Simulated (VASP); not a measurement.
# K2GaCl6 (P1) in VASP: single point with r2SCAN

Aim: the single point of K2GaCl6 with r2SCAN.

Everything below comes from runs of VASP 6.6.1. Logs are shortened: lines on timing, memory, paths and dates and some standing lists are left out, and cuts for length are marked.

### Step 1. The cell of the first run

The typed cell holds 9 atoms: a = 7.339 Å, b = 7.145 Å, c = 7.147 Å, α = 62.46°, β = 58.94°, γ = 58.37°.

### Step 2. Single point, r2SCAN

File POSCAR:

```
K2GaCl6
1.0
    0.0350827600      5.1680226900      5.2100910800
    4.8556246400      0.0041238800      5.2410499700
    4.8792139000      5.2225718500     -0.0194663900
K Ga Cl
2 1 6
Direct
    0.2714390000      0.2345320000      0.2538880000
    0.7318810000      0.7599860000      0.7336400000
    0.9930470000      0.9871830000      0.9990110000
    0.7368500000      0.2510500000      0.2430980000
    0.2469360000      0.7434850000      0.2382420000
    0.2808210000      0.7336290000      0.7648150000
    0.7885200000      0.2199530000      0.7692500000
    0.2225410000      0.2511960000      0.7794630000
    0.7429340000      0.7578930000      0.2499780000
```

File INCAR.step1:

```
ALGO     = Normal         # electronic algorithm
EDIFF    = 1E-4           # SCF threshold, eV
ENCUT    = 520            # plane-wave cutoff, eV
GGA      = PE             # functional
ISMEAR   = -5             # smearing method
LASPH    = True           # aspherical terms in the spheres
LCHARG   = False          # write CHGCAR
LREAL    = False          # projectors in reciprocal space
LWAVE    = True           # write WAVECAR
NELM     = 100            # most SCF steps
PREC     = Accurate       # precision mode
SIGMA    = 0.0159         # smearing width, eV
```

File INCAR.step2:

```
ALGO     = Normal         # electronic algorithm
EDIFF    = 1E-6           # SCF threshold, eV
ENCUT    = 520            # plane-wave cutoff, eV
ISIF     = 2              # what is computed and relaxed
ISMEAR   = -1             # smearing method
ISTART   = 1            
LASPH    = True           # aspherical terms in the spheres
LCHARG   = False          # write CHGCAR
LMIXTAU  = True         
LORBIT   = 11             # projections on sites
LREAL    = False          # projectors in reciprocal space
LWAVE    = False          # write WAVECAR
METAGGA  = R2SCAN         # meta-GGA
NELM     = 100            # most SCF steps
PREC     = Accurate       # precision mode
SIGMA    = 0.0159         # smearing width, eV
```

File KPOINTS:

```
Automatic mesh
0
Gamma
  3 3 3
  0.5 0 0
```

Potentials or basis: VASP PAW PBE potentials, release 64 (K_sv, Ga_d, Cl).

Run with:

```
$ cat potpaw_PBE.64/K_sv/POTCAR potpaw_PBE.64/Ga_d/POTCAR potpaw_PBE.64/Cl/POTCAR > POTCAR
$ cp INCAR.step1 INCAR
$ mpirun -np 1 vasp_std > vasp.out
$ cp INCAR.step2 INCAR
$ mpirun -np 1 vasp_std > vasp.out
```

OUTCAR:

```text
EDIFF = 1E-6
   ENCUT = 520
   ISIF = 2
   ISMEAR = -1
   ISTART = 1
   LASPH = True
   LORBIT = 11
   LREAL = False
   METAGGA = R2SCAN
   NELM = 100
   PREC = Accurate

 ion  position               nearest neighbor table
   1  0.271  0.235  0.254-
   2  0.732  0.760  0.734-
   3  0.993  0.987  0.999-   7 2.26   6 2.38   4 2.46   9 2.51   5 2.56   8 2.59
   4  0.737  0.251  0.243-   3 2.46
   5  0.247  0.743  0.238-   3 2.56
   6  0.281  0.734  0.765-   3 2.38
   7  0.789  0.220  0.769-   3 2.26
   8  0.223  0.251  0.779-   3 2.59
   9  0.743  0.758  0.250-   3 2.51

  Warning from LATTYP: Got some problem with cell dimensions!
  Tried to take original basis but could not verify dimensions!
  LATTYP: Found a triclinic cell.
 ALAT       =     7.4098439958
 B/A-ratio  =     1.4130844286
 C/A-ratio  =     0.9645537391
 COS(alpha) =     0.0054932565
 COS(beta)  =     0.5187204684
 COS(gamma) =     0.7133156186

  Lattice vectors:

 A1 = (  -0.0235892600,  -5.2184479700,   5.2605163600)
 A2 = (   0.0114935000,  -0.0504252800,  10.4706074400)
 A3 = (  -4.8792139000,  -5.2225718500,   0.0194663900)

Analysis of symmetry for initial positions (statically):
=====================================================================
 Subroutine PRICEL returns:
 Original cell was already a primitive cell.

 Routine SETGRP: Setting up the symmetry group for a
 triclinic supercell.

 Subroutine GETGRP returns: Found  1 space group operations
 (whereof  1 operations were pure point group operations)
 out of a pool of  2 trial point group operations.

The static configuration has the point symmetry C_1 .

Analysis of symmetry for dynamics (positions and initial velocities):
=====================================================================
 Subroutine PRICEL returns:
 Original cell was already a primitive cell.

 Routine SETGRP: Setting up the symmetry group for a
 triclinic supercell.

 Subroutine GETGRP returns: Found  1 space group operations
 (whereof  1 operations were pure point group operations)
 out of a pool of  2 trial point group operations.

The dynamic configuration has the point symmetry C_1 .

 Subroutine INISYM returns: Found  1 space group operations
 (whereof  1 operations are pure point group operations),
 and found     1 'primitive' translations

----------------------------------------------------------------------------------------

                                     Primitive cell

  volume of cell :     263.7030

  direct lattice vectors                    reciprocal lattice vectors
     0.035082760  5.168022690  5.210091080    -0.103797980  0.097331937  0.096088121
     4.855624640  0.004123880  5.241049970     0.103566042 -0.096403265  0.094927492
     4.879213900  5.222571850 -0.019466390     0.102632043  0.095237349 -0.095159449

  length of vectors
     7.338578772  7.144628223  7.147192732     0.171698729  0.170384105  0.169289130

  position of ions in fractional coordinates (direct lattice)
     0.271439000  0.234532000  0.253888000
     0.731881000  0.759986000  0.733640000
     0.993047000  0.987183000  0.999011000
     0.736850000  0.251050000  0.243098000
     0.246936000  0.743485000  0.238242000
     0.280821000  0.733629000  0.764815000
     0.788520000  0.219953000  0.769250000
     0.222541000  0.251196000  0.779463000
     0.742934000  0.757893000  0.249978000

  ion indices of the primitive-cell ions
   primitive index   ion index
                 1           1
                 2           2
                 3           3
                 4           4
                 5           5
                 6           6
                 7           7
                 8           8
                 9           9

----------------------------------------------------------------------------------------

 KPOINTS: Automatic mesh

Automatic generation of k-mesh.
 Grid dimensions read from file:
 generate k-points for:    3    3    3

 Generating k-lattice:

  Cartesian coordinates                     Fractional coordinates (reciprocal lattice)
    -0.034599327  0.032443979  0.032029374     0.333333333  0.000000000 -0.000000000
     0.034522014 -0.032134422  0.031642497     0.000000000  0.333333333  0.000000000
     0.034210681  0.031745783 -0.031719816     0.000000000  0.000000000  0.333333333

  Length of vectors
     0.057232910  0.056794702  0.056429710

  Shift w.r.t. Gamma in fractional coordinates (k-lattice)
     0.500000000  0.000000000  0.000000000

 Subroutine IBZKPT returns following result:
 ===========================================

 Found     14 irreducible k-points:

 Following reciprocal coordinates:
            Coordinates               Weight
  0.166667 -0.000000 -0.000000      2.000000
  0.500000 -0.000000 -0.000000      1.000000
  0.166667  0.333333  0.000000      2.000000
  0.500000  0.333333 -0.000000      2.000000
 -0.166667  0.333333  0.000000      2.000000
  0.166667  0.000000  0.333333      2.000000
  0.500000 -0.000000  0.333333      2.000000
 -0.166667  0.000000  0.333333      2.000000
  0.166667  0.333333  0.333333      2.000000
  0.500000  0.333333  0.333333      2.000000
 -0.166667  0.333333  0.333333      2.000000
  0.166667 -0.333333  0.333333      2.000000
  0.500000 -0.333333  0.333333      2.000000
 -0.166667 -0.333333  0.333333      2.000000
   k-points           NKPTS =     14   k-points in BZ     NKDIM =     14   number of bands    NBANDS=     43
   number of dos      NEDOS =    301   number of ions     NIONS =      9
   total plane-waves  NPLWV = 163296
   dimension x,y,z NGX =    56 NGY =   54 NGZ =   54
   dimension x,y,z NGXF=   112 NGYF=  108 NGZF=  108
   ions per type =               2   1   6
   NGX,Y,Z   is equivalent  to a cutoff of  12.69, 12.57, 12.56 a.u.
   NGXF,Y,Z  is equivalent  to a cutoff of  25.37, 25.13, 25.12 a.u.
 SYSTEM =  unknown system
   PREC   = accura    normal or accurate (medium, high low for compatibility)
   ISTART =      1    job   : 0-new  1-cont  2-samecut
   ICHARG =      0    charge: 1-file 2-atom 10-const
   ISPIN  =      1    spin polarized calculation?
   LNONCOLLINEAR =      F non collinear calculations
   LSORBIT =      F    spin-orbit coupling
   LASPH  =      T    aspherical Exc in radial PAW
   ENCUT  =  520.0 eV  38.22 Ry    6.18 a.u.  13.64 13.28 13.29*2*pi/ulx,y,z
   NELM   =    100;   NELMIN=  2; NELMDL=  0     # of ELM steps
   EDIFF  = 0.1E-05   stopping-criterion for ELM
   LREAL  =      F    real-space projection
   EDIFFG = 0.1E-04   stopping-criterion for IOM
   NSW    =      0    number of steps for IOM
   IBRION =     -1    ionic relax: 0-MD 1-quasi-New 2-CG
   NFREE  =      0    steps in history (QN), initial steepest desc. (CG)
   ISIF   =      2    stress and relaxation
   ISYM   =      2    0-nonsym 1-usesym 2-fastsym
   POTIM  = 0.5000    time-step for ionic-motion
   TEBEG  =    0.0;   TEEND  =   0.0 temperature during run
   PSTRESS=    0.0 pullay stress
   NELECT =      73.0000    total number of electrons
   NUPDOWN=      -1.0000    fix difference up-down
   EMIN   =  10.00;   EMAX   =-10.00  energy-range for DOS
   EFERMI =   0.00;   METHOD = LEGACY
   ISMEAR =    -1;   SIGMA  =   0.02  broadening in eV -4-tet -1-fermi 0-gaus
   EFERMI_NEDOS =   21; number of points for ismear=-14 and -15
   IALGO  =     38    algorithm
   IMIX   =      4    mixing-type and parameters
     AMIX     =   0.40;   BMIX     =  1.00
     AMIX_MAG =   1.60;   BMIX_MAG =  1.00
  volume/ion in A,a.u.               =      29.30       197.73
  Fermi-wavevector in a.u.,A,eV,Ry     =   1.066950  2.016243 15.488633  1.138382
  Thomas-Fermi vector in A             =   2.202551
   LORBIT       =     11    0 simple, 1 ext, 2 COOP (PROOUT), +10 PAW based schemes
   METAGGA = R2SCAN    functional components
   LHFCALC =     F    Hartree Fock is set to
   AEXX    =    0.0000 exact exchange contribution
   IVDW    =     0    specifies the selected vdW correction
   LEPSILON=     F    determine dielectric tensor
   LRPA    =     F    only Hartree local field effects (RPA)
 non-spin polarized calculation
  energy-cutoff  :      520.00
  volume of cell :      263.70
 maximum number of plane-waves:      7114
 NGX is ok and might be reduce to    56
   NGX = 27   NGY = 27   NGZ = 27

 number of electron      72.9999996 magnetization

 Free energy of the ion-electron system (eV)
  ---------------------------------------------------
  ext. energy  EPLUGINS =         0.00000000
  ---------------------------------------------------
  free energy    TOTEN  =       -72.83908484 eV

  energy without entropy =      -72.83031327  energy(sigma->0) =      -72.83469905

 E-fermi :  -1.4562     XC(G=0):  -8.2643

 val. band max:       -1.4626889965   @ k =   0.1667   0.3333   0.3333
 cond. band min:      -1.4198812087   @ k =   0.1667  -0.0000  -0.0000
 fundamental gap:      0.0428077878
 Fermi energy:        -1.4561879161

 k-point     1 :       0.1667   -0.0000   -0.0000
  band No.  band energies     occupation
      1     -30.4192      2.00000
      2     -30.4115      2.00000
      3     -15.8900      2.00000
      4     -15.7235      2.00000
      5     -15.3929      2.00000
      6     -15.1886      2.00000
[... 35 lines left out ...]
     42       6.5801      0.00000
     43       6.6454      0.00000

 k-point     2 :       0.5000   -0.0000   -0.0000
  band No.  band energies     occupation
      1     -30.4191      2.00000
      2     -30.4115      2.00000
      3     -15.8831      2.00000
      4     -15.7108      2.00000
      5     -15.3538      2.00000
      6     -15.2040      2.00000
[... 35 lines left out ...]
     42       7.3696      0.00000
     43       7.4302      0.00000

 k-point     3 :       0.1667    0.3333    0.0000
  band No.  band energies     occupation
      1     -30.4191      2.00000
      2     -30.4115      2.00000
      3     -15.8906      2.00000
      4     -15.7232      2.00000
      5     -15.3627      2.00000
      6     -15.1927      2.00000
[... 459 lines left out ...]
      6     -15.1913      2.00000
[... 35 lines left out ...]
     42       7.1887      0.00000
     43       7.4413      0.00000

 k-point    14 :      -0.1667   -0.3333    0.3333
  band No.  band energies     occupation
      1     -30.4191      2.00000
      2     -30.4115      2.00000
      3     -15.8873      2.00000
      4     -15.7214      2.00000
      5     -15.3355      2.00000
      6     -15.1873      2.00000
[... 35 lines left out ...]
     42       7.1749      0.00000
     43       7.4168      0.00000

------------------------ aborting loop because EDIFF is reached ----------------------------------------

  FORCE on cell =-STRESS in cart. coord.  units (eV):
  Direction    XX          YY          ZZ          XY          YZ          ZX
  --------------------------------------------------------------------------------------
  -------------------------------------------------------------------------------------
  Total       -5.0284427     -4.0570758     -5.9913337      0.4913214      0.4950108     -0.2364006
  in kB      -30.5512502    -24.6495283    -36.4014762      2.9851156      3.0075312     -1.4362964
  external PRESSURE =     -30.5340849 kB  Pullay stress =       0.0000000 kB

 VOLUME and BASIS-vectors are now :
 -----------------------------------------------------------------------------
  energy-cutoff  :      520.00
  volume of cell :      263.70
      direct lattice vectors                 reciprocal lattice vectors
     0.035082760  5.168022690  5.210091080    -0.103797980  0.097331937  0.096088121
     4.855624640  0.004123880  5.241049970     0.103566042 -0.096403265  0.094927492
     4.879213900  5.222571850 -0.019466390     0.102632043  0.095237349 -0.095159449

 POSITION                                       TOTAL-FORCE (eV/Angst)
 -----------------------------------------------------------------------------------
      2.38710      2.72972      2.63847         0.023104     -0.056348     -0.009370
      7.29547      7.61700      7.78201         0.001106      0.072456      0.014215
      9.70262     10.35357     10.32829         0.276062      0.710977      0.074936
      2.43098      5.07869      5.15009        -0.691712      0.301265     -0.097916
      4.78118      2.52347      5.17856         0.213666     -0.906585     -0.040338
      7.30378      5.44862      5.29320         0.696100     -0.205203     -0.161352
      4.84901      8.09346      5.24607        -0.203026     -0.159862     -0.170266
      5.03069      5.22193      2.46082        -0.168882      0.180828     -0.642040
      4.92580      5.14815      7.83804        -0.146417      0.062474      1.032131
 -----------------------------------------------------------------------------------
    total drift:                                0.009937     -0.013140     -0.008706

  FREE ENERGIE OF THE ION-ELECTRON SYSTEM (eV)
  ---------------------------------------------------
  free  energy   TOTEN  =       -72.8390848363 eV

  energy  without entropy=      -72.8303132705  energy(sigma->0) =      -72.83469905

 total charge

# of ion       s       p       d       tot
------------------------------------------
    1        1.951   5.669   0.010   7.630
    2        1.951   5.670   0.010   7.631
    3        0.666   0.545  10.081  11.292
    4        1.616   3.478   0.000   5.094
    5        1.613   3.486   0.000   5.100
    6        1.615   3.495   0.000   5.110
    7        1.611   3.542   0.000   5.153
    8        1.612   3.496   0.000   5.107
    9        1.610   3.509   0.000   5.119
--------------------------------------------------
tot         14.245  32.890  10.101  57.236
```

Run time: 22 min. Hardware: 1 thread of AMD EPYC 7R43 (Zen 3), shared host; peak memory 0.45 GiB.

What came out:

```
Free energy                                           : -72.8391 eV
Pressure                                              : -3.1 GPa
Largest force                                         : 1.044 eV/Å
Band gap on the k mesh                                : zero (an odd number of electrons rules out a gap without spin polarisation)
Valence electrons inside the program's atomic spheres : K 7.63; Ga 11.29; Cl 5.09, 5.10, 5.11, 5.15, 5.12 (each value once)
```

Forces on the atoms (eV/Å):
```
K    0.023 -0.056 -0.009
K    0.001  0.072  0.014
Ga   0.276  0.711  0.075
Cl  -0.692  0.301 -0.098
Cl   0.214 -0.907 -0.040
Cl   0.696 -0.205 -0.161
Cl  -0.203 -0.160 -0.170
Cl  -0.169  0.181 -0.642
Cl  -0.146  0.062  1.032
```

Caveat: the cell stands under tension; the PAW data sets were made with another functional, which shifts forces and pressure a little; an odd number of electrons without spin polarisation forces a metal; a magnetic or distorted state may lie lower.

The gap in the log of VASP goes by the Fermi energy; the results here count the filled bands.